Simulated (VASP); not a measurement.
# SiC8 in VASP: further runs

Runs on SiC8. Level: PBE+D3(BJ). Tasks: single point.

All numbers are computed with VASP 6.6.1; they aren't measurements. Logs are shortened: lines on timing, memory, paths and dates and some standing lists are left out, and cuts for length are marked.

## 1. The cell of the first run

The cell holds a slab with vacuum, 9 atoms: a = 4.931 Å, b = 4.931 Å, c = 17.400 Å, α = 90.00°, β = 90.00°, γ = 120.00°.

## 2. Single point, PBE+D3(BJ), collinear spin

INCAR

```
PREC = Accurate
ENCUT = 520
EDIFF = 1E-7
ISMEAR = 0
SIGMA = 0.1
LREAL = False
LASPH = True
NELM = 150
ALGO = Normal
ISIF = 2
LWAVE = False
LCHARG = True
ISPIN = 2
MAGMOM = 0 0 0 0 0 0 0 0 2
LORBIT = 11
LDIPOL = True
IDIPOL = 3
DIPOL = 0.5 0.5 0.246
GGA = PE
IVDW = 12
LELF = True
LVHAR = True
LVACPOTAV = True
NBANDS = 32
```

KPOINTS

```
Automatic mesh
0
Gamma
  6 6 1
```

POSCAR

```
SiC8
1.0
    4.9313048819      0.0000000000      0.0000000000
   -2.4656524409      4.2706353015      0.0000000000
    0.0000000000      0.0000000000     17.4000331942
C Si
8 1
Direct
    0.3333333333      0.1666666667      0.2298865266
    0.3333333333      0.6666666667      0.2298865266
    0.8333333333      0.1666666667      0.2298865266
    0.8333333333      0.6666666667      0.2298865266
    0.1666666667      0.3333333333      0.2298846189
    0.1666666667      0.8333333333      0.2298846189
    0.6666666667      0.3333333333      0.2298846189
    0.6666666667      0.8333333333      0.2298846189
    0.5000000000      0.2500000000      0.3735644134
```

Potentials or basis: VASP PAW PBE potentials, release 64 (C, Si).

Run with:

```console
cat potpaw_PBE.64/C/POTCAR potpaw_PBE.64/Si/POTCAR > POTCAR
mpirun -np 1 vasp_std > vasp.out
```

OUTCAR:

```text
PREC = Accurate
   ENCUT = 520
   EDIFF = 1E-7
   ISMEAR = 0
   LREAL = False
   LASPH = True
   NELM = 150
   ISIF = 2
   ISPIN = 2
   LORBIT = 11
   GGA = PE
   IVDW = 12
 IVDW          = 12

 ion  position               nearest neighbor table
   1  0.333  0.167  0.230-   5 1.42   6 1.42   7 1.42   9 2.60
   2  0.333  0.667  0.230-   6 1.42   5 1.42   8 1.42
   3  0.833  0.167  0.230-   7 1.42   8 1.42   5 1.42
   4  0.833  0.667  0.230-   8 1.42   7 1.42   6 1.42
   5  0.167  0.333  0.230-   1 1.42   2 1.42   3 1.42
   6  0.167  0.833  0.230-   2 1.42   1 1.42   4 1.42
   7  0.667  0.333  0.230-   3 1.42   4 1.42   1 1.42   9 2.60
   8  0.667  0.833  0.230-   4 1.42   3 1.42   2 1.42
   9  0.500  0.250  0.374-   1 2.60   7 2.60

  LATTYP: Found a hexagonal cell.
 ALAT       =     4.9313048819
 C/A-ratio  =     3.5284845717

  Lattice vectors:

 A1 = (   4.9313048819,   0.0000000000,   0.0000000000)
 A2 = (  -2.4656524409,   4.2706353015,   0.0000000000)
 A3 = (   0.0000000000,   0.0000000000,  17.4000331942)

Analysis of symmetry for initial positions (statically):
=====================================================================
 Subroutine PRICEL returns:
 Original cell was already a primitive cell.

 Routine SETGRP: Setting up the symmetry group for a
 hexagonal supercell.

 Subroutine GETGRP returns: Found  4 space group operations
 (whereof  2 operations were pure point group operations)
 out of a pool of 24 trial point group operations.

The static configuration has the point symmetry C_1h.
 The point group associated with its full space group is C_2v.

Analysis of symmetry for dynamics (positions and initial velocities):
=====================================================================
 Subroutine PRICEL returns:
 Original cell was already a primitive cell.

 Routine SETGRP: Setting up the symmetry group for a
 hexagonal supercell.

 Subroutine GETGRP returns: Found  4 space group operations
 (whereof  2 operations were pure point group operations)
 out of a pool of 24 trial point group operations.

The dynamic configuration has the point symmetry C_1h.
 The point group associated with its full space group is C_2v.

Analysis of structural, dynamic, and magnetic symmetry:
=====================================================================
 Subroutine PRICEL returns:
 Original cell was already a primitive cell.

 Routine SETGRP: Setting up the symmetry group for a
 hexagonal supercell.

 Subroutine GETGRP returns: Found  4 space group operations
 (whereof  2 operations were pure point group operations)
 out of a pool of 24 trial point group operations.

The overall configuration has the point symmetry C_1h.
 The point group associated with its full space group is C_2v.

 Subroutine INISYM returns: Found  4 space group operations
 (whereof  2 operations are pure point group operations),
 and found     1 'primitive' translations

----------------------------------------------------------------------------------------

                                     Primitive cell

  volume of cell :     366.4413

  direct lattice vectors                    reciprocal lattice vectors
     4.931304882  0.000000000  0.000000000     0.202786083  0.117078599  0.000000000
    -2.465652441  4.270635301  0.000000000     0.000000000  0.234157199  0.000000000
     0.000000000  0.000000000 17.400033194     0.000000000  0.000000000  0.057471155

  length of vectors
     4.931304882  4.931304882 17.400033194     0.234157199  0.234157199  0.057471155

  position of ions in fractional coordinates (direct lattice)
     0.333333333  0.166666667  0.229886527
     0.333333333  0.666666667  0.229886527
     0.833333333  0.166666667  0.229886527
     0.833333333  0.666666667  0.229886527
     0.166666667  0.333333333  0.229884619
     0.166666667  0.833333333  0.229884619
     0.666666667  0.333333333  0.229884619
     0.666666667  0.833333333  0.229884619
     0.500000000  0.250000000  0.373564413

  ion indices of the primitive-cell ions
   primitive index   ion index
                 1           1
                 2           2
                 3           3
                 4           4
                 5           5
                 6           6
                 7           7
                 8           8
                 9           9

----------------------------------------------------------------------------------------

 KPOINTS: Automatic mesh

Automatic generation of k-mesh.
 Grid dimensions read from file:
 generate k-points for:    6    6    1

 Generating k-lattice:

  Cartesian coordinates                     Fractional coordinates (reciprocal lattice)
     0.033797680  0.019513100  0.000000000     0.166666667  0.000000000  0.000000000
     0.000000000  0.039026200  0.000000000     0.000000000  0.166666667  0.000000000
     0.000000000  0.000000000  0.057471155     0.000000000  0.000000000  1.000000000

  Length of vectors
     0.039026200  0.039026200  0.057471155

  Shift w.r.t. Gamma in fractional coordinates (k-lattice)
     0.000000000  0.000000000  0.000000000

 Subroutine IBZKPT returns following result:
 ===========================================

 Found     13 irreducible k-points:

 Following reciprocal coordinates:
            Coordinates               Weight
  0.000000  0.000000  0.000000      1.000000
  0.166667 -0.000000  0.000000      2.000000
  0.000000  0.166667  0.000000      4.000000
  0.333333 -0.000000  0.000000      2.000000
  0.000000  0.333333  0.000000      4.000000
  0.500000 -0.000000  0.000000      1.000000
  0.000000  0.500000  0.000000      2.000000
  0.166667  0.166667  0.000000      4.000000
 -0.166667  0.333333  0.000000      2.000000
  0.333333  0.166667  0.000000      4.000000
 -0.166667  0.500000  0.000000      4.000000
  0.500000  0.333333  0.000000      4.000000
  0.333333  0.333333  0.000000      2.000000
   k-points           NKPTS =     13   k-points in BZ     NKDIM =     13   number of bands    NBANDS=     32
   number of dos      NEDOS =    301   number of ions     NIONS =      9
   total plane-waves  NPLWV = 224000
   dimension x,y,z NGX =    40 NGY =   40 NGZ =  140
   dimension x,y,z NGXF=    80 NGYF=   80 NGZF=  280
   ions per type =               8   1
   NGX,Y,Z   is equivalent  to a cutoff of  13.48, 13.48, 13.38 a.u.
   NGXF,Y,Z  is equivalent  to a cutoff of  26.97, 26.97, 26.75 a.u.
 SYSTEM =  unknown system
   PREC   = accura    normal or accurate (medium, high low for compatibility)
   ISTART =      0    job   : 0-new  1-cont  2-samecut
   ICHARG =      2    charge: 1-file 2-atom 10-const
   ISPIN  =      2    spin polarized calculation?
   LNONCOLLINEAR =      F non collinear calculations
   LSORBIT =      F    spin-orbit coupling
   LASPH  =      T    aspherical Exc in radial PAW
   ENCUT  =  520.0 eV  38.22 Ry    6.18 a.u.   9.17  9.17 32.35*2*pi/ulx,y,z
   NELM   =    150;   NELMIN=  2; NELMDL= -5     # of ELM steps
   EDIFF  = 0.1E-06   stopping-criterion for ELM
   LREAL  =      F    real-space projection
   EDIFFG = 0.1E-05   stopping-criterion for IOM
   NSW    =      0    number of steps for IOM
   IBRION =     -1    ionic relax: 0-MD 1-quasi-New 2-CG
   NFREE  =      0    steps in history (QN), initial steepest desc. (CG)
   ISIF   =      2    stress and relaxation
   ISYM   =      2    0-nonsym 1-usesym 2-fastsym
   POTIM  = 0.5000    time-step for ionic-motion
   TEBEG  =    0.0;   TEEND  =   0.0 temperature during run
   PSTRESS=    0.0 pullay stress
   NELECT =      36.0000    total number of electrons
   NUPDOWN=      -1.0000    fix difference up-down
   EMIN   =  10.00;   EMAX   =-10.00  energy-range for DOS
   EFERMI =   0.00;   METHOD = LEGACY
   ISMEAR =     0;   SIGMA  =   0.10  broadening in eV -4-tet -1-fermi 0-gaus
   EFERMI_NEDOS =   21; number of points for ismear=-14 and -15
   IALGO  =     38    algorithm
   IMIX   =      4    mixing-type and parameters
     AMIX     =   0.40;   BMIX     =  1.00
     AMIX_MAG =   1.60;   BMIX_MAG =  1.00
  volume/ion in A,a.u.               =      40.72       274.76
  Fermi-wavevector in a.u.,A,eV,Ry     =   0.755395  1.427490  7.763781  0.570622
  Thomas-Fermi vector in A             =   1.853280
   LORBIT       =     11    0 simple, 1 ext, 2 COOP (PROOUT), +10 PAW based schemes
   GGA     = PE    functional components
   LHFCALC =     F    Hartree Fock is set to
   AEXX    =    0.0000 exact exchange contribution
   IVDW    =    12    specifies the selected vdW correction
   LEPSILON=     F    determine dielectric tensor
   LRPA    =     F    only Hartree local field effects (RPA)
 spin polarized calculation
 Gauss-broadening in eV      SIGMA  =   0.10
  energy-cutoff  :      520.00
  volume of cell :      366.44
 maximum number of plane-waves:      9900
 NGX is ok and might be reduce to    40
   NGX = 19   NGY = 19   NGZ = 65

 dipolmoment           0.000000      0.000000     -0.003050 electrons x Angstroem

 number of electron      35.9999997 magnetization       1.8832277

 dipolmoment           0.000000      0.000000      0.011042 electrons x Angstroem

 Free energy of the ion-electron system (eV)
  ---------------------------------------------------
  ext. energy  EPLUGINS =         0.00000000
  ---------------------------------------------------
  free energy    TOTEN  =       -75.03243423 eV

  energy without entropy =      -75.02055921  energy(sigma->0) =      -75.02649672

 E-fermi :  -1.3045     XC(G=0):  -3.3079

 val. band max:       -1.3305107155   @ k =   0.0000   0.1667   0.0000
 cond. band min:      -1.2989842326   @ k =   0.0000   0.3333   0.0000
 fundamental gap:      0.0315264830
 Fermi energy:        -1.3045114495

 spin component 1

 k-point     1 :       0.0000    0.0000    0.0000
  band No.  band energies     occupation
      1     -21.6570      1.00000
      2     -16.5001      1.00000
      3     -16.3958      1.00000
      4     -16.3249      1.00000
      5     -15.3653      1.00000
      6     -15.3452      1.00000
[... 418 lines left out ...]
     29       4.4140      0.00000
     30       4.9362      0.00000
 Fermi energy:        -1.3045114495

 spin component 2

 k-point     1 :       0.0000    0.0000    0.0000
  band No.  band energies     occupation
      1     -21.6109      1.00000
      2     -16.4597      1.00000
      3     -16.3534      1.00000
      4     -16.2666      1.00000
      5     -15.3295      1.00000
      6     -15.3037      1.00000
[... 418 lines left out ...]
     29       4.7580      0.00000
     30       5.1590      0.00000
 [bands above 30 left out]

------------------------ aborting loop because EDIFF is reached ----------------------------------------

 Edisp (eV)   -1.03979

 E8    (eV) :    -0.3459

  FORCE on cell =-STRESS in cart. coord.  units (eV):
  Direction    XX          YY          ZZ          XY          YZ          ZX
  --------------------------------------------------------------------------------------
  -------------------------------------------------------------------------------------
  Total       1.58742     2.26809    -0.69180    -0.58948     0.00000     0.00000
  in kB       6.94061     9.91669    -3.02472    -2.57736     0.00000     0.00000
  external pressure =        4.61 kB  Pullay stress =        0.00 kB

 VOLUME and BASIS-vectors are now :
 -----------------------------------------------------------------------------
  energy-cutoff  :      520.00
  volume of cell :      366.44
      direct lattice vectors                 reciprocal lattice vectors
     4.931304882  0.000000000  0.000000000     0.202786083  0.117078599  0.000000000
    -2.465652441  4.270635301  0.000000000     0.000000000  0.234157199  0.000000000
     0.000000000  0.000000000 17.400033194     0.000000000  0.000000000  0.057471155

 POSITION                                       TOTAL-FORCE (eV/Angst)
 -----------------------------------------------------------------------------------
      1.23283      0.71177      4.00003        -0.291135     -0.168087      0.444147
     -0.00000      2.84709      4.00003         0.003240      0.001871     -0.124026
      3.69848      0.71177      4.00003         0.506632     -0.205294     -0.096168
      2.46565      2.84709      4.00003         0.075526      0.541403     -0.096168
      0.00000      1.42355      4.00000        -0.506632      0.205294     -0.096168
     -1.23283      3.55886      4.00000        -0.075526     -0.541403     -0.096168
      2.46565      1.42355      4.00000         0.291135      0.168087      0.444147
      1.23283      3.55886      4.00000        -0.003240     -0.001871     -0.124026
      1.84924      1.06766      6.50003         0.000000      0.000000     -0.255571
 -----------------------------------------------------------------------------------
    total drift:                                0.000033      0.000019     -0.000154

  FREE ENERGIE OF THE ION-ELECTRON SYSTEM (eV)
  ---------------------------------------------------
  free  energy   TOTEN  =       -76.0722233162 eV

  energy  without entropy=      -76.0603482919  energy(sigma->0) =      -76.06628580

 vacuum level on the upper side and lower side of the slab         2.345         2.250

 total charge

# of ion       s       p       d       tot
------------------------------------------
    1        0.864   1.787   0.000   2.651
    2        0.862   1.788   0.000   2.649
    3        0.862   1.789   0.000   2.650
    4        0.862   1.789   0.000   2.650
    5        0.862   1.789   0.000   2.650
    6        0.862   1.789   0.000   2.650
    7        0.864   1.787   0.000   2.651
    8        0.862   1.788   0.000   2.649
    9        0.954   0.559   0.000   1.513
--------------------------------------------------
tot          7.854  14.862   0.000  22.716

 magnetization (x)

# of ion       s       p       d       tot
------------------------------------------
    1       -0.000  -0.002   0.000  -0.002
    2        0.001   0.026   0.000   0.027
    3        0.001   0.020   0.000   0.021
    4        0.001   0.020   0.000   0.021
    5        0.001   0.020   0.000   0.021
    6        0.001   0.020   0.000   0.021
    7       -0.000  -0.002   0.000  -0.002
    8        0.001   0.026   0.000   0.027
    9        0.008   0.473   0.000   0.481
--------------------------------------------------
tot          0.017   0.601   0.000   0.618
```

It took 11 min on 1 thread of Intel Xeon Platinum 8259CL at 2.50GHz (Skylake/Cascade Lake), shared host; peak memory 0.79 GiB.

Results:

* Free energy: -76.0722 eV
* Largest force: 0.557 eV/Å
* Net moment: 1.88 μB per cell
* Site moments: C -0.00, +0.03, +0.02 (each value once); Si +0.48 μB
* Valence electrons inside the program's atomic spheres: C 2.65; Si 1.51
* Dispersion energy per atom: -0.116 eV

Forces on the atoms (eV/Å):
```
C   -0.291 -0.168  0.444
C    0.003  0.002 -0.124
C    0.507 -0.205 -0.096
C    0.076  0.541 -0.096
C   -0.507  0.205 -0.096
C   -0.076 -0.541 -0.096
C    0.291  0.168  0.444
C   -0.003 -0.002 -0.124
Si   0.000  0.000 -0.256
```

Caveat: a moment this small can come from the mesh or the smearing.

## 3. Single point, PBE+D3(BJ), collinear spin

Edit INCAR of step 2 so:

```diff
@@ -8,3 +8,3 @@
 NELM = 150
-ALGO = Normal
+ALGO = Fast
 ISIF = 2
```

KPOINTS is that of step 2.

POSCAR is that of step 2.

Potentials or basis: VASP PAW PBE potentials, release 64 (C, Si).

Run with:

```console
cat potpaw_PBE.64/C/POTCAR potpaw_PBE.64/Si/POTCAR > POTCAR
mpirun -np 1 vasp_std > vasp.out
```

Run time: 23 min. Hardware: 1 thread of Oxide Virtual Turin-like, shared host; peak memory 0.74 GiB.

Results (log left out):

```
Free energy                                           : -76.0722 eV
Largest force                                         : 0.557 eV/Å
Net moment                                            : 1.88 μB per cell
Site moments                                          : C -0.00, +0.03, +0.02 (each value once); Si +0.48 μB
Valence electrons inside the program's atomic spheres : C 2.65; Si 1.51
Dispersion energy per atom                            : -0.116 eV
```

Forces on the atoms (eV/Å):
```
C   -0.291 -0.168  0.444
C    0.003  0.002 -0.124
C    0.507 -0.205 -0.096
C    0.076  0.541 -0.096
C   -0.507  0.205 -0.096
C   -0.076 -0.541 -0.096
C    0.291  0.168  0.444
C   -0.003 -0.002 -0.124
Si   0.000  0.000 -0.256
```

Levels at points of the mesh, in eV from the Fermi level:
Spin up:
| k point | band 17 | band 18 | band 19 | band 20 | band 21 | band 22 |
| --- | --- | --- | --- | --- | --- | --- |
| (0.00, 0.00, 0.00) | -3.17 | -0.62 | -0.13 | -0.07 | 1.25 | 1.29 |
| (0.50, 0.00, 0.00) | -3.70 | -1.02 | -0.05 | 0.90 | 1.85 | 1.93 |
| (0.00, 0.50, 0.00) | -3.69 | -1.04 | 0.01 | 0.66 | 1.99 | 2.07 |
Spin down:
```csv
k point,band 13,band 14,band 15,band 16,band 17,band 18,band 19,band 20,band 21,band 22
"(0.00, 0.00, 0.00)",-3.79,-3.79,-3.35,-3.29,-3.03,0.31,0.35,0.53,1.58,2.28
"(0.50, 0.00, 0.00)",-5.82,-5.78,-5.09,-3.58,-3.50,0.30,1.51,1.70,1.98,2.08
"(0.00, 0.50, 0.00)",-5.90,-5.71,-5.06,-3.66,-3.50,0.47,1.16,1.40,2.29,2.31
```

Caveat: a moment this small can come from the mesh or the smearing.
